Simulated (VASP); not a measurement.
# MgO (Periclase) (Fm-3m) in VASP: relaxation of cell and atoms with PBEsol

Aim: the relaxation of cell and atoms of MgO (Periclase) with PBEsol.

Program: VASP 6.6.1. These are calculated values, not measurements. Logs are shortened: lines on timing, memory, paths and dates and some standing lists are left out, and cuts for length are marked.

## 1. The cell of the first run

Symmetry: Fm-3m, No. 225, cubic system. The conventional cell has a = 4.217 Å, b = 4.217 Å, c = 4.217 Å, α = 90.00°, β = 90.00°, γ = 90.00°. Mg (site symmetry m-3m) has 6 O at 2.11 Å within 2.8 Å. O (site symmetry m-3m) has 6 Mg at 2.11 Å within 2.8 Å.

## 2. Relaxation of cell and atoms, PBEsol, target pressure 12 GPa, at which the enthalpy is minimised

Contents of INCAR:

```
SYSTEM = MgO
  PREC = Accurate
  ENCUT = 600
  EDIFF = 1E-7
  ISMEAR = 0
  SIGMA = 0.1
  LREAL = .FALSE.
  LASPH = .TRUE.
  NELM = 120
  ALGO = Normal
  ISIF = 3
  LWAVE = .FALSE.
  LCHARG = .FALSE.
  GGA = PS
  IBRION = 2
  NSW = 80
  EDIFFG = -0.05
  PSTRESS = 120.0
  GGA_COMPAT = .FALSE.
  NELMIN = 4
```

Contents of KPOINTS:

```
regular mesh
0
G
  8 8 8
  0 0 0
```

Contents of POSCAR:

```
MgO
1.0
    0.0000000000      2.1085000000      2.1085000000
    2.1085000000      0.0000000000      2.1085000000
    2.1085000000      2.1085000000      0.0000000000
Mg O
1 1
Direct
    0.0000000000      0.0000000000      0.0000000000
    0.5000000000      0.5000000000      0.5000000000
```

Potentials or basis: VASP PAW PBE potentials, release 64 (Mg, O).

Run with:

```bash
> cat potpaw_PBE.64/Mg/POTCAR potpaw_PBE.64/O/POTCAR > POTCAR
> mpirun -np 1 vasp_std > vasp.out
```

OUTCAR:

```text
SYSTEM = MgO
   PREC = Accurate
   ENCUT = 600
   EDIFF = 1E-7
   ISMEAR = 0
   LREAL = .FALSE.
   LASPH = .TRUE.
   NELM = 120
   ISIF = 3
   GGA = PS
   IBRION = 2
   NSW = 80
   EDIFFG = -0.05
   PSTRESS = 120.0
   NELMIN = 4

 ion  position               nearest neighbor table
   1  0.000  0.000  0.000-   2 2.11   2 2.11   2 2.11   2 2.11   2 2.11   2 2.11
   2  0.500  0.500  0.500-   1 2.11   1 2.11   1 2.11   1 2.11   1 2.11   1 2.11

  LATTYP: Found a face centered cubic cell.
 ALAT       =     4.2170000000

  Lattice vectors:

 A1 = (   0.0000000000,   2.1085000000,   2.1085000000)
 A2 = (   2.1085000000,   0.0000000000,   2.1085000000)
 A3 = (   2.1085000000,   2.1085000000,   0.0000000000)

Analysis of symmetry for initial positions (statically):
[... 6 lines left out ...]

 Subroutine GETGRP returns: Found 48 space group operations
 (whereof 48 operations were pure point group operations)
 out of a pool of 48 trial point group operations.

The static configuration has the point symmetry O_h .

Analysis of symmetry for dynamics (positions and initial velocities):
[... 6 lines left out ...]

 Subroutine GETGRP returns: Found 48 space group operations
 (whereof 48 operations were pure point group operations)
 out of a pool of 48 trial point group operations.

The dynamic configuration has the point symmetry O_h .

 Subroutine INISYM returns: Found 48 space group operations
 (whereof 48 operations are pure point group operations),
 and found     1 'primitive' translations

----------------------------------------------------------------------------------------

                                     Primitive cell

  volume of cell :      18.7478

  direct lattice vectors                    reciprocal lattice vectors
     0.000000000  2.108500000  2.108500000    -0.237135404  0.237135404  0.237135404
     2.108500000  0.000000000  2.108500000     0.237135404 -0.237135404  0.237135404
     2.108500000  2.108500000  0.000000000     0.237135404  0.237135404 -0.237135404

  length of vectors
     2.981869296  2.981869296  2.981869296     0.410730569  0.410730569  0.410730569

  position of ions in fractional coordinates (direct lattice)
     0.000000000  0.000000000  0.000000000
     0.500000000  0.500000000  0.500000000

  ion indices of the primitive-cell ions
   primitive index   ion index
                 1           1
                 2           2

----------------------------------------------------------------------------------------

 KPOINTS: regular mesh

Automatic generation of k-mesh.
 Grid dimensions read from file:
 generate k-points for:    8    8    8

 Generating k-lattice:

  Cartesian coordinates                     Fractional coordinates (reciprocal lattice)
    -0.029641926  0.029641926  0.029641926     0.125000000  0.000000000  0.000000000
     0.029641926 -0.029641926  0.029641926     0.000000000  0.125000000  0.000000000
     0.029641926  0.029641926 -0.029641926     0.000000000  0.000000000  0.125000000

  Length of vectors
     0.051341321  0.051341321  0.051341321

  Shift w.r.t. Gamma in fractional coordinates (k-lattice)
     0.000000000  0.000000000  0.000000000

 Subroutine IBZKPT returns following result:
 ===========================================

 Found     29 irreducible k-points:

 Following reciprocal coordinates:
            Coordinates               Weight
  0.000000  0.000000  0.000000      1.000000
  0.125000  0.000000  0.000000      8.000000
  0.250000  0.000000  0.000000      8.000000
  0.375000  0.000000  0.000000      8.000000
  0.500000  0.000000  0.000000      4.000000
  0.125000  0.125000  0.000000      6.000000
[... 16 lines left out ...]
  0.500000  0.250000  0.125000     48.000000
 -0.375000  0.250000  0.125000     24.000000
 [... further k-points ...]
   k-points           NKPTS =     29   k-points in BZ     NKDIM =     29   number of bands    NBANDS=      8
   number of dos      NEDOS =    301   number of ions     NIONS =      2
   total plane-waves  NPLWV =  13824
   dimension x,y,z NGX =    24 NGY =   24 NGZ =   24
   dimension x,y,z NGXF=    48 NGYF=   48 NGZF=   48
   ions per type =               1   1
   NGX,Y,Z   is equivalent  to a cutoff of  13.38, 13.38, 13.38 a.u.
   NGXF,Y,Z  is equivalent  to a cutoff of  26.76, 26.76, 26.76 a.u.
 SYSTEM =  MgO
   PREC   = accura    normal or accurate (medium, high low for compatibility)
   ISTART =      0    job   : 0-new  1-cont  2-samecut
   ICHARG =      2    charge: 1-file 2-atom 10-const
   ISPIN  =      1    spin polarized calculation?
   LNONCOLLINEAR =      F non collinear calculations
   LSORBIT =      F    spin-orbit coupling
   LASPH  =      T    aspherical Exc in radial PAW
   ENCUT  =  600.0 eV  44.10 Ry    6.64 a.u.   5.96  5.96  5.96*2*pi/ulx,y,z
   NELM   =    120;   NELMIN=  4; NELMDL= -5     # of ELM steps
   EDIFF  = 0.1E-06   stopping-criterion for ELM
   LREAL  =      F    real-space projection
   EDIFFG = -.5E-01   stopping-criterion for IOM
   NSW    =     80    number of steps for IOM
   IBRION =      2    ionic relax: 0-MD 1-quasi-New 2-CG
   NFREE  =      1    steps in history (QN), initial steepest desc. (CG)
   ISIF   =      3    stress and relaxation
   ISYM   =      2    0-nonsym 1-usesym 2-fastsym
   POTIM  = 0.5000    time-step for ionic-motion
   TEBEG  =    0.0;   TEEND  =   0.0 temperature during run
   PSTRESS=  120.0 pullay stress
   NELECT =       8.0000    total number of electrons
   NUPDOWN=      -1.0000    fix difference up-down
   EMIN   =  10.00;   EMAX   =-10.00  energy-range for DOS
   EFERMI =   0.00;   METHOD = LEGACY
   ISMEAR =     0;   SIGMA  =   0.10  broadening in eV -4-tet -1-fermi 0-gaus
   EFERMI_NEDOS =   21; number of points for ismear=-14 and -15
   IALGO  =     38    algorithm
   IMIX   =      4    mixing-type and parameters
     AMIX     =   0.40;   BMIX     =  1.00
     AMIX_MAG =   1.60;   BMIX_MAG =  1.00
  volume/ion in A,a.u.               =       9.37        63.26
  Fermi-wavevector in a.u.,A,eV,Ry     =   1.232503  2.329092 20.668107  1.519063
  Thomas-Fermi vector in A             =   2.367270
   LORBIT       =      0    0 simple, 1 ext, 2 COOP (PROOUT), +10 PAW based schemes
   GGA     = PS    functional components
   LHFCALC =     F    Hartree Fock is set to
   AEXX    =    0.0000 exact exchange contribution
   IVDW    =     0    specifies the selected vdW correction
   LEPSILON=     F    determine dielectric tensor
   LRPA    =     F    only Hartree local field effects (RPA)
 conjugate gradient relaxation of ions
 non-spin polarized calculation
 Gauss-broadening in eV      SIGMA  =   0.10
  energy-cutoff  :      600.00
  volume of cell :       18.75
 maximum number of plane-waves:       638
   NGX = 11   NGY = 11   NGZ = 11

--------------------------------------- Ionic step        1  -------------------------------------------

 number of electron       8.0000005 magnetization

 Free energy of the ion-electron system (eV)
  ---------------------------------------------------
  ext. energy  EPLUGINS =         0.00000000
  ---------------------------------------------------
  free energy    TOTEN  =       -12.51533351 eV

  energy without entropy =      -12.51533351  energy(sigma->0) =      -12.51533351

------------------------ aborting loop because EDIFF is reached ----------------------------------------

  FORCE on cell =-STRESS in cart. coord.  units (eV):
  Direction    XX          YY          ZZ          XY          YZ          ZX
  --------------------------------------------------------------------------------------
  -------------------------------------------------------------------------------------
  Total       -0.1212319     -0.1212319     -0.1212319      0.0000000      0.0000000     -0.0000000
  in kB      -10.3604004    -10.3604004    -10.3604004      0.0000000      0.0000000     -0.0000000
  external PRESSURE =    -130.3604004 kB  Pullay stress =     120.0000000 kB
[... 61 lines left out ...]
  enthalpy is  TOTEN    =       -11.1477325842 eV   P V=        1.2548096636

--------------------------------------- Ionic step        3  -------------------------------------------

 number of electron       7.9999997 magnetization

 Free energy of the ion-electron system (eV)
  ---------------------------------------------------
  ext. energy  EPLUGINS =         0.00000000
  ---------------------------------------------------
  free energy    TOTEN  =       -12.47433054 eV

  energy without entropy =      -12.47433054  energy(sigma->0) =      -12.47433054

 E-fermi :   4.0755     XC(G=0): -11.6436

 val. band max:        3.5952563977   @ k =   0.0000   0.0000   0.0000
 cond. band min:       8.9182605644   @ k =   0.0000   0.0000   0.0000
 fundamental gap:      5.3230041667
 Fermi energy:         4.0754610712

 k-point     1 :       0.0000    0.0000    0.0000
  band No.  band energies     occupation
      1     -13.9774      2.00000
      2       3.5953      2.00000
      3       3.5953      2.00000
      4       3.5953      2.00000
      5       8.9183      0.00000
      6      19.6059      0.00000
      7      19.6059      0.00000
      8      19.6059      0.00000
[... 243 lines left out ...]
 k-point    24 :      -0.3750    0.2500    0.1250
  band No.  band energies     occupation
      1     -12.3088      2.00000
      2      -0.7396      2.00000
      3       1.4686      2.00000
      4       2.4977      2.00000
      5      13.6117      0.00000
      6      16.3033      0.00000
      7      17.7412      0.00000
      8      21.2134      0.00000

 [... further k-points ...]
[... 5 lines left out ...]
  --------------------------------------------------------------------------------------
  -------------------------------------------------------------------------------------
  Total        1.3042520      1.3042520      1.3042520     -0.0000000      0.0000000     -0.0000000
  in kB      119.7333653    119.7333653    119.7333653     -0.0000000      0.0000000     -0.0000000
  external PRESSURE =      -0.2666347 kB  Pullay stress =     120.0000000 kB
[... 17 lines left out ...]
  FREE ENERGIE OF THE ION-ELECTRON SYSTEM (eV)
  ---------------------------------------------------
  free  energy   TOTEN  =       -12.4743305428 eV

  energy  without entropy=      -12.4743305428  energy(sigma->0) =      -12.47433054

  enthalpy is  TOTEN    =       -11.1671741168 eV   P V=        1.3071564260

 reached required accuracy - stopping structural energy minimisation
```

Wall time 8.6 s (1 thread of AMD EPYC 9R45 (Zen 5), shared host); peak memory 0.12 GiB.

What came out:

| Item | Value |
| --- | --- |
| Free energy | -12.4743 eV |
| Relaxed volume | 8.73 Å³/atom |
| Relaxed cell | a = 2.912 Å, b = 2.912 Å, c = 2.912 Å, α = 60.00°, β = 60.00°, γ = 60.00° |
| Space group after relaxing (to 0.05 Å) | Fm-3m (No. 225) |
| Energy change on relaxing (the enthalpy is what falls) | +20.5 meV/atom |
| Ionic steps | 3 |
| Pressure after relaxing | 12.0 GPa |
| Band gap on the k mesh | 5.32 eV, direct |

Step by step:
```tsv
step	energy change (eV)	largest force (eV/Å)	pressure (GPa)	volume (Å³)
1	0.0000	0.0000	-1.04	18.75
2	0.1128	0.0000	21.26	16.75
3	0.0410	0.0000	11.97	17.45
```

Final structure:
```cif
data_structure
_symmetry_space_group_name_H-M 'P 1'
_symmetry_Int_Tables_number 1
_cell_length_a 2.9115
_cell_length_b 2.9115
_cell_length_c 2.9115
_cell_angle_alpha 60.000
_cell_angle_beta 60.000
_cell_angle_gamma 60.000
_cell_volume 17.45
loop_
_atom_site_label
_atom_site_type_symbol
_atom_site_fract_x
_atom_site_fract_y
_atom_site_fract_z
_atom_site_occupancy
Mg1 Mg 0.00000 0.00000 0.00000 1
O1 O 0.50000 0.50000 0.50000 1
```

Levels at points of the mesh, in eV from the valence-band top:
```csv
k point,band 1,band 2,band 3,band 4,band 5,band 6,band 7,band 8
"(0.00, 0.00, 0.00)",-17.57,0.00,0.00,0.00,5.32,16.01,16.01,16.01
"(0.50, 0.00, 0.00)",-16.08,-4.99,-0.74,-0.74,8.18,13.28,16.88,16.88
"(0.50, 0.50, 0.00)",-15.79,-4.43,-1.46,-1.46,8.99,10.63,13.71,19.90
```

Caveat: the cell is relaxed towards a set pressure, so the enthalpy falls and the energy may rise; the PAW data sets were made with another functional, which shifts forces and pressure a little. As with any semilocal functional, this PBEsol gap is likely too small.
